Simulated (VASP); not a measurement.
# AlN (F-43m) in VASP: a series of runs

The runs below take AlN through single point, relaxation of cell and atoms, with RPBE.

Everything below comes from runs of VASP 6.6.1. Logs are shortened: lines on timing, memory, paths and dates and some standing lists are left out, and cuts for length are marked.

### 1 The cell of the first run

Symmetry: F-43m, No. 216, cubic system. Conventional cell: a = 4.429 Å, b = 4.429 Å, c = 4.429 Å, α = 90.00°, β = 90.00°, γ = 90.00°. Within 2.5 Å of Al (site symmetry -43m) lie 4 N at 1.92 Å. Within 2.5 Å of N (site symmetry -43m) lie 4 Al at 1.92 Å.

### 2 Single point, RPBE

INCAR reads:

```
PREC = Accurate
ENCUT = 520
EDIFF = 1E-7
ISMEAR = -1
SIGMA = 0.05
LREAL = False
LASPH = True
NELM = 60
ALGO = Normal
ISIF = 2
LWAVE = False
LCHARG = True
GGA = RP
LELF = True
LVHAR = True
NBANDS = 11
```

KPOINTS reads:

```
Automatic mesh
0
Gamma
  10 10 10
```

POSCAR reads:

```
AlN
1.0
    0.0000000000      2.2146117196      2.2146117196
    2.2146117196      0.0000000000      2.2146117196
    2.2146117196      2.2146117196      0.0000000000
Al N
1 1
Direct
    0.0000000000      0.0000000000      0.0000000000
    0.2500000000      0.2500000000      0.2500000000
```

Potentials or basis: VASP PAW PBE potentials, release 64 (Al, N).

Launch:

```
cat potpaw_PBE.64/Al/POTCAR potpaw_PBE.64/N/POTCAR > POTCAR
mpirun -np 1 vasp_std > vasp.out
```

OUTCAR:

```text
PREC = Accurate
   ENCUT = 520
   EDIFF = 1E-7
   ISMEAR = -1
   LREAL = False
   LASPH = True
   NELM = 60
   ISIF = 2
   GGA = RP

 ion  position               nearest neighbor table
   1  0.000  0.000  0.000-   2 1.92   2 1.92   2 1.92   2 1.92
   2  0.250  0.250  0.250-   1 1.92   1 1.92   1 1.92   1 1.92

  LATTYP: Found a face centered cubic cell.
 ALAT       =     4.4292234392

  Lattice vectors:

 A1 = (   0.0000000000,   2.2146117196,   2.2146117196)
 A2 = (   2.2146117196,   0.0000000000,   2.2146117196)
 A3 = (   2.2146117196,   2.2146117196,   0.0000000000)

Analysis of symmetry for initial positions (statically):
=====================================================================
 Subroutine PRICEL returns:
 Original cell was already a primitive cell.

 Routine SETGRP: Setting up the symmetry group for a
 face centered cubic supercell.

 Subroutine GETGRP returns: Found 24 space group operations
 (whereof 24 operations were pure point group operations)
 out of a pool of 48 trial point group operations.

The static configuration has the point symmetry T_d .

Analysis of symmetry for dynamics (positions and initial velocities):
=====================================================================
 Subroutine PRICEL returns:
 Original cell was already a primitive cell.

 Routine SETGRP: Setting up the symmetry group for a
 face centered cubic supercell.

 Subroutine GETGRP returns: Found 24 space group operations
 (whereof 24 operations were pure point group operations)
 out of a pool of 48 trial point group operations.

The dynamic configuration has the point symmetry T_d .

 Subroutine INISYM returns: Found 24 space group operations
 (whereof 24 operations are pure point group operations),
 and found     1 'primitive' translations

----------------------------------------------------------------------------------------

                                     Primitive cell

  volume of cell :      21.7231

  direct lattice vectors                    reciprocal lattice vectors
     0.000000000  2.214611720  2.214611720    -0.225773211  0.225773211  0.225773211
     2.214611720  0.000000000  2.214611720     0.225773211 -0.225773211  0.225773211
     2.214611720  2.214611720  0.000000000     0.225773211  0.225773211 -0.225773211

  length of vectors
     3.131933929  3.131933929  3.131933929     0.391050673  0.391050673  0.391050673

  position of ions in fractional coordinates (direct lattice)
     0.000000000  0.000000000  0.000000000
     0.250000000  0.250000000  0.250000000

  ion indices of the primitive-cell ions
   primitive index   ion index
                 1           1
                 2           2

----------------------------------------------------------------------------------------

 KPOINTS: Automatic mesh

Automatic generation of k-mesh.
 Grid dimensions read from file:
 generate k-points for:   10   10   10

 Generating k-lattice:

  Cartesian coordinates                     Fractional coordinates (reciprocal lattice)
    -0.022577321  0.022577321  0.022577321     0.100000000  0.000000000  0.000000000
     0.022577321 -0.022577321  0.022577321     0.000000000  0.100000000  0.000000000
     0.022577321  0.022577321 -0.022577321     0.000000000  0.000000000  0.100000000

  Length of vectors
     0.039105067  0.039105067  0.039105067

  Shift w.r.t. Gamma in fractional coordinates (k-lattice)
     0.000000000  0.000000000  0.000000000

 Subroutine IBZKPT returns following result:
 ===========================================

 Found     47 irreducible k-points:

 Following reciprocal coordinates:
            Coordinates               Weight
  0.000000  0.000000  0.000000      1.000000
  0.100000  0.000000  0.000000      8.000000
  0.200000  0.000000  0.000000      8.000000
  0.300000  0.000000  0.000000      8.000000
  0.400000  0.000000  0.000000      8.000000
  0.500000  0.000000  0.000000      4.000000
[... 16 lines left out ...]
  0.300000  0.300000  0.000000      6.000000
  0.400000  0.300000  0.000000     24.000000
 [... further k-points ...]
   k-points           NKPTS =     47   k-points in BZ     NKDIM =     47   number of bands    NBANDS=     11
   number of dos      NEDOS =    301   number of ions     NIONS =      2
   total plane-waves  NPLWV =  13824
   dimension x,y,z NGX =    24 NGY =   24 NGZ =   24
   dimension x,y,z NGXF=    48 NGYF=   48 NGZF=   48
   ions per type =               1   1
   NGX,Y,Z   is equivalent  to a cutoff of  12.74, 12.74, 12.74 a.u.
   NGXF,Y,Z  is equivalent  to a cutoff of  25.48, 25.48, 25.48 a.u.
 SYSTEM =  unknown system
   PREC   = accura    normal or accurate (medium, high low for compatibility)
   ISTART =      0    job   : 0-new  1-cont  2-samecut
   ICHARG =      2    charge: 1-file 2-atom 10-const
   ISPIN  =      1    spin polarized calculation?
   LNONCOLLINEAR =      F non collinear calculations
   LSORBIT =      F    spin-orbit coupling
   LASPH  =      T    aspherical Exc in radial PAW
   ENCUT  =  520.0 eV  38.22 Ry    6.18 a.u.   5.82  5.82  5.82*2*pi/ulx,y,z
   NELM   =     60;   NELMIN=  2; NELMDL= -5     # of ELM steps
   EDIFF  = 0.1E-06   stopping-criterion for ELM
   LREAL  =      F    real-space projection
   EDIFFG = 0.1E-05   stopping-criterion for IOM
   NSW    =      0    number of steps for IOM
   IBRION =     -1    ionic relax: 0-MD 1-quasi-New 2-CG
   NFREE  =      0    steps in history (QN), initial steepest desc. (CG)
   ISIF   =      2    stress and relaxation
   ISYM   =      2    0-nonsym 1-usesym 2-fastsym
   POTIM  = 0.5000    time-step for ionic-motion
   TEBEG  =    0.0;   TEEND  =   0.0 temperature during run
   PSTRESS=    0.0 pullay stress
   NELECT =       8.0000    total number of electrons
   NUPDOWN=      -1.0000    fix difference up-down
   EMIN   =  10.00;   EMAX   =-10.00  energy-range for DOS
   EFERMI =   0.00;   METHOD = LEGACY
   ISMEAR =    -1;   SIGMA  =   0.05  broadening in eV -4-tet -1-fermi 0-gaus
   EFERMI_NEDOS =   21; number of points for ismear=-14 and -15
   IALGO  =     38    algorithm
   IMIX   =      4    mixing-type and parameters
     AMIX     =   0.40;   BMIX     =  1.00
     AMIX_MAG =   1.60;   BMIX_MAG =  1.00
  volume/ion in A,a.u.               =      10.86        73.30
  Fermi-wavevector in a.u.,A,eV,Ry     =   1.173448  2.217495 18.734958  1.376981
  Thomas-Fermi vector in A             =   2.309861
   LORBIT       =      0    0 simple, 1 ext, 2 COOP (PROOUT), +10 PAW based schemes
   GGA     = RP    functional components
   LHFCALC =     F    Hartree Fock is set to
   AEXX    =    0.0000 exact exchange contribution
   IVDW    =     0    specifies the selected vdW correction
   LEPSILON=     F    determine dielectric tensor
   LRPA    =     F    only Hartree local field effects (RPA)
 non-spin polarized calculation
  energy-cutoff  :      520.00
  volume of cell :       21.72
 maximum number of plane-waves:       598
   NGX = 11   NGY = 11   NGZ = 11

 number of electron       8.0000002 magnetization

 Free energy of the ion-electron system (eV)
  ---------------------------------------------------
  ext. energy  EPLUGINS =         0.00000000
  ---------------------------------------------------
  free energy    TOTEN  =       -14.13340831 eV

  energy without entropy =      -14.13340831  energy(sigma->0) =      -14.13340831

 E-fermi :   6.8033     XC(G=0): -10.6236

 val. band max:        5.6954963543   @ k =   0.0000   0.0000   0.0000
 cond. band min:       9.0360651076   @ k =   0.5000   0.5000   0.0000
 fundamental gap:      3.3405687532
 Fermi energy:         6.8032929800

 k-point     1 :       0.0000    0.0000    0.0000
  band No.  band energies     occupation
      1      -9.0890      2.00000
      2       5.6955      2.00000
      3       5.6955      2.00000
      4       5.6955      2.00000
      5       9.5649      0.00000
      6      17.9542      0.00000
      7      17.9542      0.00000
      8      17.9542      0.00000
      9      23.0724      0.00000
     10      23.0724      0.00000
     11      24.4436      0.00000

 k-point     2 :       0.1000    0.0000    0.0000
  band No.  band energies     occupation
      1      -8.9513      2.00000
      2       4.8875      2.00000
      3       5.6448      2.00000
      4       5.6448      2.00000
      5      10.2384      0.00000
      6      17.5707      0.00000
      7      18.0837      0.00000
      8      18.0837      0.00000
      9      21.8614      0.00000
     10      21.8614      0.00000
     11      23.6862      0.00000

 k-point     3 :       0.2000    0.0000    0.0000
  band No.  band energies     occupation
      1      -8.5598      2.00000
      2       3.3234      2.00000
      3       5.5186      2.00000
      4       5.5186      2.00000
      5      11.3719      0.00000
      6      16.7829      0.00000
      7      18.0377      0.00000
      8      18.0377      0.00000
      9      21.3275      0.00000
     10      21.3275      0.00000
     11      22.8142      0.00000

 k-point     4 :       0.3000    0.0000    0.0000
  band No.  band energies     occupation
      1      -7.9955      2.00000
      2       1.7424      2.00000
      3       5.3739      2.00000
      4       5.3739      2.00000
      5      12.2263      0.00000
      6      16.0442      0.00000
      7      17.4309      0.00000
      8      17.4309      0.00000
      9      22.3232      0.00000
     10      22.3232      0.00000
     11      22.5933      0.00000

 k-point     5 :       0.4000    0.0000    0.0000
  band No.  band energies     occupation
      1      -7.4384      2.00000
      2       0.5242      2.00000
      3       5.2647      2.00000
      4       5.2647      2.00000
      5      12.6640      0.00000
      6      15.5291      0.00000
      7      16.8641      0.00000
      8      16.8641      0.00000
      9      22.9785      0.00000
     10      24.0880      0.00000
     11      24.0880      0.00000
[... 211 lines left out ...]
 k-point    21 :      -0.3000    0.2000    0.0000
  band No.  band energies     occupation
      1      -7.2934      2.00000
      2       1.2322      2.00000
      3       3.5747      2.00000
      4       5.1874      2.00000
      5      13.4422      0.00000
      6      14.4710      0.00000
      7      17.1659      0.00000
      8      17.7862      0.00000
      9      21.7635      0.00000
     10      23.9810      0.00000
     11      26.5293      0.00000

 k-point    22 :      -0.2000    0.2000    0.0000
  band No.  band energies     occupation
      1      -7.8101      2.00000
      2       2.0269      2.00000
      3       4.0646      2.00000
      4       5.4432      2.00000
      5      12.9919      0.00000
      6      15.4210      0.00000
      7      16.8219      0.00000
      8      17.9666      0.00000
      9      20.3905      0.00000
     10      23.7416      0.00000
     11      26.6165      0.00000

 k-point    23 :       0.3000    0.3000    0.0000
  band No.  band energies     occupation
      1      -7.6439      2.00000
      2       2.2491      2.00000
      3       4.4961      2.00000
      4       4.4961      2.00000
      5      10.9366      0.00000
      6      15.2094      0.00000
      7      17.2378      0.00000
      8      19.8392      0.00000
      9      19.8392      0.00000
     10      25.6955      0.00000
     11      28.8157      0.00000

 k-point    24 :       0.4000    0.3000    0.0000
  band No.  band energies     occupation
      1      -7.2175      2.00000
      2       1.6516      2.00000
      3       4.0512      2.00000
      4       4.3370      2.00000
      5      10.5636      0.00000
      6      15.0538      0.00000
      7      17.5667      0.00000
      8      19.9365      0.00000
      9      20.4220      0.00000
     10      26.5820      0.00000
     11      28.6043      0.00000

 [... further k-points ...]

------------------------ aborting loop because EDIFF is reached ----------------------------------------

  FORCE on cell =-STRESS in cart. coord.  units (eV):
  Direction    XX          YY          ZZ          XY          YZ          ZX
  --------------------------------------------------------------------------------------
  -------------------------------------------------------------------------------------
  Total       -0.0691271     -0.0691271     -0.0691271      0.0000000      0.0000000     -0.0000000
  in kB       -5.0984269     -5.0984269     -5.0984269      0.0000000      0.0000000     -0.0000000
  external PRESSURE =      -5.0984269 kB  Pullay stress =       0.0000000 kB

 VOLUME and BASIS-vectors are now :
 -----------------------------------------------------------------------------
  energy-cutoff  :      520.00
  volume of cell :       21.72
      direct lattice vectors                 reciprocal lattice vectors
     0.000000000  2.214611720  2.214611720    -0.225773211  0.225773211  0.225773211
     2.214611720  0.000000000  2.214611720     0.225773211 -0.225773211  0.225773211
     2.214611720  2.214611720  0.000000000     0.225773211  0.225773211 -0.225773211

 POSITION                                       TOTAL-FORCE (eV/Angst)
 -----------------------------------------------------------------------------------
      0.00000      0.00000      0.00000         0.000000      0.000000      0.000000
      1.10731      1.10731      1.10731        -0.000000     -0.000000     -0.000000
 -----------------------------------------------------------------------------------
    total drift:                               -0.000000     -0.000000     -0.000000

  FREE ENERGIE OF THE ION-ELECTRON SYSTEM (eV)
  ---------------------------------------------------
  free  energy   TOTEN  =       -14.1334083089 eV

  energy  without entropy=      -14.1334083089  energy(sigma->0) =      -14.13340831
```

It took 8 s on 1 thread of Intel Xeon Platinum 8488C (Sapphire Rapids), shared host; peak memory 0.13 GiB.

What came out:

- Free energy: -14.1334 eV
- Pressure: -0.5 GPa
- Band gap on the k mesh: 3.34 eV, indirect (least direct gap 3.87 eV)

Levels at points of the mesh, in eV from the valence-band top:
```
           k point  band 2  band 3  band 4  band 5  band 6  band 7
(0.00, 0.00, 0.00)    0.00    0.00    0.00    3.87   12.26   12.26
(0.50, 0.00, 0.00)   -5.65   -0.47   -0.47    7.09    9.64   10.96
(0.50, 0.50, 0.00)   -4.74   -1.72   -1.72    3.34    8.47   13.54
```

Caveat: the PAW data sets were made with another functional, which shifts forces and pressure a little.

### 3 Relaxation of cell and atoms, RPBE

This run uses another cell than the first one, of 10.42 Å³/atom, 0.959 times its volume.

INCAR reads:

```
SYSTEM = AlN
  PREC = Accurate
  ENCUT = 600
  EDIFF = 1E-6
  ISMEAR = -1
  SIGMA = 0.05
  LREAL = .FALSE.
  LASPH = .TRUE.
  NELM = 100
  ALGO = Normal
  ISIF = 3
  LWAVE = .FALSE.
  LCHARG = .FALSE.
  GGA = RP
  IBRION = 2
  NSW = 80
  EDIFFG = -0.02
```

KPOINTS reads:

```
Automatic mesh
0
G
  10 10 10
  0 0 0
```

POSCAR reads:

```
AlN
1.0
    0.0000000000      2.1839935596      2.1839935596
    2.1839935596      0.0000000000      2.1839935596
    2.1839935596      2.1839935596      0.0000000000
Al N
1 1
Direct
    0.0000000000      0.0000000000      0.0000000000
    0.2500000000      0.2500000000      0.2500000000
```

Potentials or basis: VASP PAW PBE potentials, release 64 (Al, N).

Launch:

```
cat potpaw_PBE.64/Al/POTCAR potpaw_PBE.64/N/POTCAR > POTCAR
mpirun -np 1 vasp_std > vasp.out
```

OUTCAR:

```text
SYSTEM = AlN
   PREC = Accurate
   ENCUT = 600
   EDIFF = 1E-6
   ISMEAR = -1
   LREAL = .FALSE.
   LASPH = .TRUE.
   NELM = 100
   ISIF = 3
   GGA = RP
   IBRION = 2
   NSW = 80
   EDIFFG = -0.02

 ion  position               nearest neighbor table
   1  0.000  0.000  0.000-   2 1.89   2 1.89   2 1.89   2 1.89
   2  0.250  0.250  0.250-   1 1.89   1 1.89   1 1.89   1 1.89

  LATTYP: Found a face centered cubic cell.
 ALAT       =     4.3679871192

  Lattice vectors:

 A1 = (   0.0000000000,   2.1839935596,   2.1839935596)
 A2 = (   2.1839935596,   0.0000000000,   2.1839935596)
 A3 = (   2.1839935596,   2.1839935596,   0.0000000000)

Analysis of symmetry for initial positions (statically):
=====================================================================
 Subroutine PRICEL returns:
[... 258 lines left out ...]
 fundamental gap:      3.3424878272
 Fermi energy:         6.7831055762

 k-point     1 :       0.0000    0.0000    0.0000
  band No.  band energies     occupation
      1      -9.0802      2.00000
      2       5.7210      2.00000
      3       5.7210      2.00000
      4       5.7210      2.00000
      5       9.6149      0.00000
      6      18.0075      0.00000
      7      18.0075      0.00000
      8      18.0075      0.00000
[... 243 lines left out ...]
 k-point    24 :       0.4000    0.3000    0.0000
  band No.  band energies     occupation
      1      -7.2009      2.00000
      2       1.6715      2.00000
      3       4.0739      2.00000
      4       4.3603      2.00000
      5      10.5959      0.00000
      6      15.0994      0.00000
      7      17.6241      0.00000
      8      19.9928      0.00000

 [... further k-points ...]

------------------------ aborting loop because EDIFF is reached ----------------------------------------

  FORCE on cell =-STRESS in cart. coord.  units (eV):
  Direction    XX          YY          ZZ          XY          YZ          ZX
  --------------------------------------------------------------------------------------
  -------------------------------------------------------------------------------------
  Total       -0.0025428     -0.0025428     -0.0025428      0.0000000      0.0000000      0.0000000
  in kB       -0.1880803     -0.1880803     -0.1880803      0.0000000      0.0000000      0.0000000
  external PRESSURE =      -0.1880803 kB  Pullay stress =       0.0000000 kB
[... 17 lines left out ...]
  FREE ENERGIE OF THE ION-ELECTRON SYSTEM (eV)
  ---------------------------------------------------
  free  energy   TOTEN  =       -14.1335116094 eV

  energy  without entropy=      -14.1335116094  energy(sigma->0) =      -14.13351161

 reached required accuracy - stopping structural energy minimisation
```

OSZICAR:

```text
N       E                     dE             d eps       ncg     rms          rms(c)
DAV:   1     0.145453770623E+02    0.14545E+02   -0.43505E+03   768   0.938E+02
DAV:   2    -0.157225226438E+02   -0.30268E+02   -0.29484E+02   952   0.162E+02
DAV:   3    -0.164265837861E+02   -0.70406E+00   -0.70406E+00   904   0.312E+01
[... 20 lines left out ...]
DAV:   2    -0.141338377999E+02    0.25617E-01   -0.14887E-01   768   0.268E+00    0.273E-01
DAV:   3    -0.141336566772E+02    0.18112E-03   -0.21795E-03   888   0.507E-01    0.921E-02
DAV:   4    -0.141335288150E+02    0.12786E-03   -0.80412E-05   952   0.863E-02    0.433E-02
DAV:   5    -0.141335111948E+02    0.17620E-04   -0.22558E-05   792   0.479E-02    0.217E-02
DAV:   6    -0.141335116094E+02   -0.41462E-06   -0.25821E-07   448   0.549E-03
   3 F= -.14133512E+02 E0= -.14133512E+02  d E =-.193454E-01
```

CONTCAR:

```text
AlN
   1.00000000000000
    -0.0000000000000000    2.2125103944684912    2.2125103944684912
     2.2125103944684912    0.0000000000000000    2.2125103944684912
     2.2125103944684912    2.2125103944684912   -0.0000000000000000
  Al              N
     1     1
Direct
     0.0000000000000000    0.0000000000000000    0.0000000000000000
     0.2500000000000000    0.2500000000000000    0.2500000000000000

  0.00000000E+00  0.00000000E+00  0.00000000E+00
  0.00000000E+00  0.00000000E+00  0.00000000E+00
```

Wall time 21 s (1 thread of Intel Xeon Platinum 8488C (Sapphire Rapids), shared host); peak memory 0.16 GiB.

What came out:

```yaml
Free_energy: -14.1335 eV
Relaxed_volume: 10.83 Å³/atom
Relaxed_cell: a = 3.129 Å, b = 3.129 Å, c = 3.129 Å, α = 60.00°, β = 60.00°, γ = 60.00°
Space_group_after_relaxing_to_0.05_Å: F-43m (No. 216)
Energy_gained_by_relaxing: 9.7 meV/atom
Ionic_steps: 3
Pressure_after_relaxing: 0.0 GPa
Band_gap_on_the_k_mesh: 3.34 eV, indirect (least direct gap 3.89 eV)
```

The path:
| step | energy change (eV) | largest force (eV/Å) | pressure (GPa) | volume (Å³) |
| --- | --- | --- | --- | --- |
| 1 | 0.0000 | 0.0000 | 7.78 | 20.83 |
| 2 | -0.0055 | 0.0000 | -5.88 | 22.40 |
| 3 | -0.0193 | 0.0000 | -0.02 | 21.66 |

Final structure:
```
CELL_PARAMETERS angstrom
0.00000 2.21251 2.21251
2.21251 0.00000 2.21251
2.21251 2.21251 0.00000
ATOMIC_POSITIONS crystal
Al 0.00000 0.00000 0.00000
N 0.25000 0.25000 0.25000
```

Caveat: the PAW data sets were made with another functional, which shifts forces and pressure a little. Expect the measured gap to be larger: semilocal functionals such as RPBE lack the derivative discontinuity.
